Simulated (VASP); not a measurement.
# Sb (I4/mmm) in VASP: notebook

Sb is run at these levels: r2SCAN, LDA; tasks: single point.

Program: VASP 6.6.1. These are calculated values, not measurements. Logs are shortened: lines on timing, memory, paths and dates and some standing lists are left out, and cuts for length are marked.

### 1 The cell of the first run

The structure is tetragonal, space group I4/mmm (No. 139). The conventional cell has a = 3.153 Å, b = 3.153 Å, c = 5.424 Å, α = 90.00°, β = 90.00°, γ = 90.00°. Within 4.1 Å of Sb (site symmetry 4/mmm) lie 12 Sb at 3.15 to 3.51 Å.

### 2 Single point, r2SCAN, non-collinear spin, zero start, spin-orbit coupling

File POSCAR:

```
Sb
1.0
   -1.5765401831      1.5765401831      2.7119384313
    1.5765401831     -1.5765401831      2.7119384313
    1.5765401831      1.5765401831     -2.7119384313
Sb
1
Direct
    0.0000000000      0.0000000000      0.0000000000
```

File INCAR.step1:

```
SYSTEM = Sb
  ALGO = Normal
  EDIFF = 1E-4
  ENCUT = 520
  GGA = PE
  GGA_COMPAT = .False.
  ISMEAR = -1
  LASPH = .True.
  LCHARG = .False.
  LREAL = .False.
  LSORBIT = .True.
  LWAVE = .True.
  MAGMOM = 0 0 0
  NBANDS = 16
  NELM = 150
  PREC = Accurate
  SIGMA = 0.05
```

File INCAR.step2:

```
SYSTEM = Sb
  ALGO = Normal
  EDIFF = 1E-6
  ENCUT = 520
  GGA_COMPAT = .False.
  ISIF = 2
  ISMEAR = -1
  ISTART = 1
  LASPH = .True.
  LCHARG = .False.
  LMIXTAU = .True.
  LORBIT = 11
  LORBMOM = .True.
  LREAL = .False.
  LSORBIT = .True.
  LWAVE = .False.
  MAGMOM = 0 0 0
  METAGGA = R2SCAN
  NBANDS = 16
  NELM = 150
  PREC = Accurate
  SIGMA = 0.05
```

File KPOINTS:

```
k-points
0
Gamma
  9 9 9
  0 0 0
```

Potentials or basis: VASP PAW PBE potentials, release 64 (Sb).

Command:

```
$ cat potpaw_PBE.64/Sb/POTCAR > POTCAR
$ cp INCAR.step1 INCAR
$ mpirun -np 1 vasp_ncl > vasp.out
$ cp INCAR.step2 INCAR
$ mpirun -np 1 vasp_ncl > vasp.out
```

OUTCAR:

```text
SYSTEM = Sb
   EDIFF = 1E-6
   ENCUT = 520
   ISIF = 2
   ISMEAR = -1
   ISTART = 1
   LASPH = .True.
   LORBIT = 11
   LREAL = .False.
   LSORBIT = .True.
   METAGGA = R2SCAN
   NELM = 150
   PREC = Accurate

 ion  position               nearest neighbor table
   1  0.000  0.000  0.000-

  LATTYP: Found a body centered tetragonal cell.
 ALAT       =     3.1530803662
 C/A-ratio  =     1.7201835135

  Lattice vectors:

 A1 = (  -1.5765401831,   1.5765401831,   2.7119384313)
 A2 = (   1.5765401831,  -1.5765401831,   2.7119384313)
 A3 = (   1.5765401831,   1.5765401831,  -2.7119384313)

Analysis of symmetry for initial positions (statically):
=====================================================================
 Subroutine PRICEL returns:
 Original cell was already a primitive cell.

 Routine SETGRP: Setting up the symmetry group for a
 body centered tetragonal supercell.

 Subroutine GETGRP returns: Found 16 space group operations
 (whereof 16 operations were pure point group operations)
 out of a pool of 16 trial point group operations.

The static configuration has the point symmetry D_4h.

Analysis of symmetry for dynamics (positions and initial velocities):
=====================================================================
 Subroutine PRICEL returns:
 Original cell was already a primitive cell.

 Routine SETGRP: Setting up the symmetry group for a
 body centered tetragonal supercell.

 Subroutine GETGRP returns: Found 16 space group operations
 (whereof 16 operations were pure point group operations)
 out of a pool of 16 trial point group operations.

The dynamic configuration has the point symmetry D_4h.

Analysis of structural, dynamic, and magnetic symmetry:
=====================================================================
 Subroutine PRICEL returns:
 Original cell was already a primitive cell.

 Routine SETGRP: Setting up the symmetry group for a
 body centered tetragonal supercell.

 Subroutine GETGRP returns: Found 16 space group operations
 (whereof 16 operations were pure point group operations)
 out of a pool of 16 trial point group operations.

The overall configuration has the point symmetry D_4h.

 Subroutine INISYM returns: Found 16 space group operations
 (whereof 16 operations are pure point group operations),
 and found     1 'primitive' translations

[... 145 lines left out ...]
 fundamental gap:      0.0098018036
 Fermi energy:         8.4728768613

 k-point     1 :       0.0000    0.0000    0.0000
  band No.  band energies     occupation
      1      -5.1205      1.00000
      2      -5.1205      1.00000
      3      12.9490      0.00000
      4      12.9490      0.00000
      5      14.1798      0.00000
      6      14.1798      0.00000
[... 433 lines left out ...]
      3       3.8924      1.00000
      4       3.8924      1.00000
      5       6.7524      1.00000
      6       6.7524      1.00000
[... 8 lines left out ...]
     15      24.0272      0.00000
     16      24.0272      0.00000

 [... further k-points ...]
[... 5 lines left out ...]
  --------------------------------------------------------------------------------------
  -------------------------------------------------------------------------------------
  Total        0.1038838      0.1038838      0.5184695      0.0000000      0.0000000      0.0000000
  in kB        6.1731723      6.1731723     30.8094464      0.0000000      0.0000000      0.0000000
  external PRESSURE =      14.3852637 kB  Pullay stress =       0.0000000 kB

 VOLUME and BASIS-vectors are now :
 -----------------------------------------------------------------------------
  energy-cutoff  :      520.00
  volume of cell :       26.96
      direct lattice vectors                 reciprocal lattice vectors
    -1.576540183  1.576540183  2.711938431     0.000000000  0.317150178  0.184369967
     1.576540183 -1.576540183  2.711938431     0.317150178  0.000000000  0.184369967
     1.576540183  1.576540183 -2.711938431     0.317150178  0.317150178  0.000000000

 POSITION                                       TOTAL-FORCE (eV/Angst)
 -----------------------------------------------------------------------------------
      0.00000      0.00000      0.00000         0.000000      0.000000     -0.000000
 -----------------------------------------------------------------------------------
    total drift:                                0.000000     -0.000000      0.000000

  FREE ENERGIE OF THE ION-ELECTRON SYSTEM (eV)
  ---------------------------------------------------
  free  energy   TOTEN  =       -25.3500621337 eV

  energy  without entropy=      -25.3436521260  energy(sigma->0) =      -25.34685713

 orbital moment (x)

 # of ion     p       d       tot
 ----------------------------------------
  1        -0.000   0.000  -0.000
 ----------------------------------------
           -0.000   0.000  -0.000

 orbital moment (y)

 # of ion     p       d       tot
 ----------------------------------------
  1         0.000  -0.000   0.000
 ----------------------------------------
            0.000  -0.000   0.000

 orbital moment (z)

 # of ion     p       d       tot
 ----------------------------------------
  1         0.000   0.000   0.000
 ----------------------------------------
            0.000   0.000   0.000

 Spin-Orbit-Coupling matrix elements

 Ion:    1  E_soc:     -0.1349145
 l=   1
     0.0000000    -0.0233311    -0.0201067
    -0.0233311     0.0000000    -0.0233311
    -0.0201067    -0.0233311     0.0000000
 l=   2
     0.0000000    -0.0000360     0.0000000    -0.0000360    -0.0001777
    -0.0000360     0.0000000    -0.0001330    -0.0000524    -0.0000601
     0.0000000    -0.0001330     0.0000000    -0.0001330     0.0000000
    -0.0000360    -0.0000524    -0.0001330     0.0000000    -0.0000601
    -0.0001777    -0.0000601     0.0000000    -0.0000601     0.0000000
 l=   3
     0.0000000     0.0000000     0.0000000     0.0000000     0.0000000     0.0000000     0.0000000
     0.0000000     0.0000000     0.0000000     0.0000000     0.0000000     0.0000000     0.0000000
     0.0000000     0.0000000     0.0000000     0.0000000     0.0000000     0.0000000     0.0000000
     0.0000000     0.0000000     0.0000000     0.0000000     0.0000000     0.0000000     0.0000000
     0.0000000     0.0000000     0.0000000     0.0000000     0.0000000     0.0000000     0.0000000
     0.0000000     0.0000000     0.0000000     0.0000000     0.0000000     0.0000000     0.0000000
     0.0000000     0.0000000     0.0000000     0.0000000     0.0000000     0.0000000     0.0000000

 total charge

# of ion       s       p       d       tot
------------------------------------------
    1        1.231   1.061   0.042   2.335

 magnetization (x)

# of ion       s       p       d       tot
------------------------------------------
    1        0.000   0.000   0.000   0.000

 magnetization (y)

# of ion       s       p       d       tot
------------------------------------------
    1        0.000   0.000  -0.000   0.000

 magnetization (z)

# of ion       s       p       d       tot
------------------------------------------
    1        0.000   0.000   0.000   0.000
```

OSZICAR.step1:

```text
N       E                     dE             d eps       ncg     rms          rms(c)
DAV:   1     0.124521347637E+02    0.12452E+02   -0.17038E+03  2400   0.481E+02
DAV:   2    -0.326345893475E+01   -0.15716E+02   -0.14958E+02  3264   0.881E+01
DAV:   3    -0.392247267776E+01   -0.65901E+00   -0.65268E+00  3080   0.166E+01
DAV:   4    -0.392677453815E+01   -0.43019E-02   -0.43013E-02  2944   0.168E+00
DAV:   5    -0.392681798163E+01   -0.43443E-04   -0.43443E-04  3048   0.176E-01    0.210E+00
DAV:   6    -0.392446282313E+01    0.23552E-02   -0.12838E-03  2816   0.212E-01    0.122E+00
DAV:   7    -0.392343248579E+01    0.10303E-02   -0.98197E-04  2888   0.185E-01    0.719E-01
DAV:   8    -0.392326145621E+01    0.17103E-03   -0.50173E-04  2760   0.134E-01    0.348E-02
DAV:   9    -0.392326698230E+01   -0.55261E-05   -0.23085E-05  1832   0.346E-02
   1 F= -.39232670E+01 E0= -.39198995E+01  d E =-.673495E-02  mag=     0.0000     0.0000     0.0000
```

It took 4.3 min on 1 thread of Intel Xeon 6975P-C (Granite Rapids), shared host; peak memory 0.31 GiB.

What came out:

```yaml
Free_energy: -25.3501 eV
Pressure: 1.4 GPa
Net_moment: 0.00 μB per cell
Valence_electrons_inside_the_program's_atomic_spheres: Sb 2.33
```

Moments on the atoms (μB; x, y, z):
```
Sb  0.00 0.00 0.00
```

Caveat: the PAW data sets were made with another functional, which shifts forces and pressure a little.

### 3 Single point, LDA

This run uses another cell than the first one, of 25.34 Å³/atom, 0.940 times its volume.

File INCAR:

```
SYSTEM = Sb
PREC = Accurate
ENCUT = 520
EDIFF = 1E-6
ISMEAR = -1
SIGMA = 0.05
LREAL = .FALSE.
LASPH = .TRUE.
NELM = 80
ALGO = Normal
ISIF = 2
LWAVE = .FALSE.
LCHARG = .TRUE.
GGA = CA
LELF = .TRUE.
LVHAR = .TRUE.
NBANDS = 8
```

File KPOINTS:

```
Automatic mesh
0
G
  12 12 12
  0 0 0
```

File POSCAR:

```
Sb
1.0
   -1.5443568632      1.5443568632      2.6565772150
    1.5443568632     -1.5443568632      2.6565772150
    1.5443568632      1.5443568632     -2.6565772150
Sb
1
Direct
    0.0000000000      0.0000000000      0.0000000000
```

Potentials or basis: VASP PAW LDA potentials, release 64 (Sb).

Command:

```
$ cat potpaw_LDA.64/Sb/POTCAR > POTCAR
$ mpirun -np 1 vasp_std > vasp.out
```

Run time: 12 s. Hardware: 1 thread of Intel Xeon 6975P-C (Granite Rapids), shared host; peak memory 0.16 GiB.

Results (log left out):

```yaml
Free_energy: -4.5506 eV
Pressure: 2.0 GPa
```

Stress tensor (GPa, compression positive):
```
2.40 0.00 0.00
0.00 2.40 0.00
0.00 0.00 1.26
```

Levels at points of the mesh, in eV from the Fermi level:
```csv
k point,band 1,band 2,band 3,band 4,band 5,band 6,band 7,band 8
"(0.00, 0.00, 0.00)",-13.46,5.00,5.80,5.80,9.38,10.71,10.71,10.72
"(0.50, 0.00, 0.00)",-9.31,-6.18,1.87,5.73,6.24,10.36,10.59,10.71
"(0.50, 0.50, 0.00)",-6.59,-4.68,-1.08,0.58,3.50,4.36,15.21,15.94
"(0.50, 0.50, 0.50)",-9.45,-6.05,2.20,2.20,5.93,6.29,17.17,17.17
```

Caveat: spin-orbit coupling is left out, which moves the levels of the heavy elements.

### 4 Single point, LDA

This run uses another cell than the first one, of 25.88 Å³/atom, 0.960 times its volume.

File INCAR:

```
SYSTEM = Sb
  PREC = Accurate
  ENCUT = 520
  EDIFF = 1E-6
  ISMEAR = -1
  SIGMA = 0.05
  LREAL = .FALSE.
  LASPH = .TRUE.
  NELM = 100
  ALGO = Normal
  ISIF = 2
  LWAVE = .FALSE.
  LCHARG = .TRUE.
  LELF = .TRUE.
  LVHAR = .TRUE.
  NBANDS = 8
```

File KPOINTS:

```
regular mesh
0
G
  12 12 12
  0 0 0
```

File POSCAR:

```
Sb
1.0
   -1.5552329741      1.5552329741      2.6752861216
    1.5552329741     -1.5552329741      2.6752861216
    1.5552329741      1.5552329741     -2.6752861216
Sb
1
Direct
    0.0000000000      0.0000000000      0.0000000000
```

Command:

```
$ cat potpaw_LDA.64/Sb/POTCAR > POTCAR
$ mpirun -np 1 vasp_std > vasp.out
```

Run time: 11 s. Hardware: 1 thread of Intel Xeon 6975P-C (Granite Rapids), shared host; peak memory 0.16 GiB.

Results (log left out):

```yaml
Free_energy: -4.5547 eV
Pressure: 0.4 GPa
```

Stress tensor (GPa, compression positive):
```
 0.66  0.00  0.00
 0.00  0.66  0.00
 0.00  0.00 -0.11
```

Levels at points of the mesh, in eV from the Fermi level:
| k point | band 1 | band 2 | band 3 | band 4 | band 5 | band 6 | band 7 |
| --- | --- | --- | --- | --- | --- | --- | --- |
| (0.00, 0.00, 0.00) | -13.29 | 4.84 | 5.64 | 5.64 | 9.31 | 10.63 | 10.65 |
| (0.50, 0.00, 0.00) | -9.26 | -6.04 | 1.82 | 5.58 | 6.20 | 10.24 | 10.58 |
| (0.50, 0.50, 0.00) | -6.63 | -4.57 | -1.06 | 0.58 | 3.50 | 4.38 | 15.11 |
| (0.50, 0.50, 0.50) | -9.41 | -5.90 | 2.16 | 2.16 | 5.92 | 6.22 | 17.06 |

Caveat: spin-orbit coupling is left out, which moves the levels of the heavy elements.

### 5 Single point, LDA

This run uses another cell than the first one, of 26.42 Å³/atom, 0.980 times its volume.

File INCAR:

```
SYSTEM = Sb
PREC = Accurate
ENCUT = 520
EDIFF = 1E-7
ISMEAR = -1
SIGMA = 0.05
LREAL = .FALSE.
LASPH = .TRUE.
NELM = 60
ALGO = Normal
ISIF = 2
LWAVE = .FALSE.
LCHARG = .FALSE.
GGA = CA
NBANDS = 8
```

KPOINTS is that of step 4.

File POSCAR:

```
Sb
1.0
   -1.5659590577      1.5659590577      2.6937369538
    1.5659590577     -1.5659590577      2.6937369538
    1.5659590577      1.5659590577     -2.6937369538
Sb
1
Direct
    0.0000000000      0.0000000000      0.0000000000
```

Potentials or basis: VASP PAW LDA potentials, release 64 (Sb).

Command:

```
$ cat potpaw_LDA.64/Sb/POTCAR > POTCAR
$ mpirun -np 1 vasp_std > vasp.out
```

OUTCAR:

```text
SYSTEM = Sb
   PREC = Accurate
   ENCUT = 520
   EDIFF = 1E-7
   ISMEAR = -1
   LREAL = .FALSE.
   LASPH = .TRUE.
   NELM = 60
   ISIF = 2
   GGA = CA

 ion  position               nearest neighbor table
   1  0.000  0.000  0.000-

  LATTYP: Found a body centered tetragonal cell.
 ALAT       =     3.1319181154
 C/A-ratio  =     1.7201835135

  Lattice vectors:

 A1 = (  -1.5659590577,   1.5659590577,   2.6937369538)
 A2 = (   1.5659590577,  -1.5659590577,   2.6937369538)
 A3 = (   1.5659590577,   1.5659590577,  -2.6937369538)

Analysis of symmetry for initial positions (statically):
=====================================================================
 Subroutine PRICEL returns:
 Original cell was already a primitive cell.

 Routine SETGRP: Setting up the symmetry group for a
 body centered tetragonal supercell.

 Subroutine GETGRP returns: Found 16 space group operations
 (whereof 16 operations were pure point group operations)
 out of a pool of 16 trial point group operations.

The static configuration has the point symmetry D_4h.

Analysis of symmetry for dynamics (positions and initial velocities):
=====================================================================
 Subroutine PRICEL returns:
 Original cell was already a primitive cell.

 Routine SETGRP: Setting up the symmetry group for a
 body centered tetragonal supercell.

 Subroutine GETGRP returns: Found 16 space group operations
 (whereof 16 operations were pure point group operations)
 out of a pool of 16 trial point group operations.

The dynamic configuration has the point symmetry D_4h.

 Subroutine INISYM returns: Found 16 space group operations
 (whereof 16 operations are pure point group operations),
 and found     1 'primitive' translations

----------------------------------------------------------------------------------------

                                     Primitive cell

  volume of cell :      26.4226

  direct lattice vectors                    reciprocal lattice vectors
[... 102 lines left out ...]
   IALGO  =     38    algorithm
   IMIX   =      4    mixing-type and parameters
     AMIX     =   0.40;   BMIX     =  1.00
     AMIX_MAG =   1.60;   BMIX_MAG =  1.00
  volume/ion in A,a.u.               =      26.42       178.31
  Fermi-wavevector in a.u.,A,eV,Ry     =   0.939881  1.776117 12.019062  0.883376
  Thomas-Fermi vector in A             =   2.067237
   LORBIT       =      0    0 simple, 1 ext, 2 COOP (PROOUT), +10 PAW based schemes
   GGA     = CA    functional components
   LHFCALC =     F    Hartree Fock is set to
   AEXX    =    0.0000 exact exchange contribution
   IVDW    =     0    specifies the selected vdW correction
   LEPSILON=     F    determine dielectric tensor
   LRPA    =     F    only Hartree local field effects (RPA)
 non-spin polarized calculation
  energy-cutoff  :      520.00
  volume of cell :       26.42
 maximum number of plane-waves:       739
 NGX is ok and might be reduce to    28
   NGX = 13   NGY = 13   NGZ = 13

 number of electron       5.0000000 magnetization

 Free energy of the ion-electron system (eV)
  ---------------------------------------------------
  ext. energy  EPLUGINS =         0.00000000
  ---------------------------------------------------
  free energy    TOTEN  =        -4.55354865 eV

  energy without entropy =       -4.54803943  energy(sigma->0) =       -4.55079404

 E-fermi :   8.6598     XC(G=0): -10.4434

 val. band max:        8.6047774144   @ k =  -0.3333   0.3333   0.0000
 cond. band min:       8.6949165012   @ k =   0.3333   0.1667   0.0833
 fundamental gap:      0.0901390868
 Fermi energy:         8.6598112822

 k-point     1 :       0.0000    0.0000    0.0000
  band No.  band energies     occupation
      1      -4.4583      2.00000
      2      13.3535      0.00000
      3      14.1566      0.00000
      4      14.1566      0.00000
      5      17.9068      0.00000
      6      19.1980      0.00000
      7      19.2427      0.00000
      8      19.2427      0.00000
[... 243 lines left out ...]
 k-point    24 :      -0.4167    0.1667    0.0000
  band No.  band energies     occupation
      1      -1.2049      2.00000
      2       5.0020      2.00000
      3       9.9607      0.00000
      4      11.4974      0.00000
      5      15.2977      0.00000
      6      17.0703      0.00000
      7      19.1033      0.00000
      8      22.1264      0.00000

 [... further k-points ...]
[... 5 lines left out ...]
  --------------------------------------------------------------------------------------
  -------------------------------------------------------------------------------------
  Total       -0.1472749     -0.1472749     -0.2202511      0.0000000      0.0000000      0.0000000
  in kB       -8.9302430     -8.9302430    -13.3552722      0.0000000      0.0000000      0.0000000
  external PRESSURE =     -10.4052528 kB  Pullay stress =       0.0000000 kB

 VOLUME and BASIS-vectors are now :
 -----------------------------------------------------------------------------
  energy-cutoff  :      520.00
  volume of cell :       26.42
      direct lattice vectors                 reciprocal lattice vectors
    -1.565959058  1.565959058  2.693736954     0.000000000  0.319293150  0.185615748
     1.565959058 -1.565959058  2.693736954     0.319293150  0.000000000  0.185615748
     1.565959058  1.565959058 -2.693736954     0.319293150  0.319293150  0.000000000

 POSITION                                       TOTAL-FORCE (eV/Angst)
 -----------------------------------------------------------------------------------
      0.00000      0.00000      0.00000        -0.000000      0.000000      0.000000
 -----------------------------------------------------------------------------------
    total drift:                               -0.000000      0.000000      0.000000

  FREE ENERGIE OF THE ION-ELECTRON SYSTEM (eV)
  ---------------------------------------------------
  free  energy   TOTEN  =        -4.5535486531 eV

  energy  without entropy=       -4.5480394319  energy(sigma->0) =       -4.55079404
```

Run time: 12 s. Hardware: 1 thread of Intel Xeon 6975P-C (Granite Rapids), shared host; peak memory 0.16 GiB.

What came out:

```yaml
Free_energy: -4.5535 eV
Pressure: -1.0 GPa
```

Levels at points of the mesh, in eV from the Fermi level:
```tsv
k point	band 1	band 2	band 3	band 4	band 5	band 6	band 7	band 8
(0.00, 0.00, 0.00)	-13.12	4.69	5.50	5.50	9.25	10.54	10.58	10.58
(0.50, 0.00, 0.00)	-9.22	-5.90	1.78	5.43	6.16	10.12	10.56	10.58
(0.50, 0.50, 0.00)	-6.68	-4.47	-1.05	0.58	3.51	4.39	15.01	15.70
(0.50, 0.50, 0.50)	-9.36	-5.77	2.12	2.12	5.91	6.16	16.96	16.96
```

Caveat: spin-orbit coupling is left out, which moves the levels of the heavy elements.

[end of part 1 of 2]
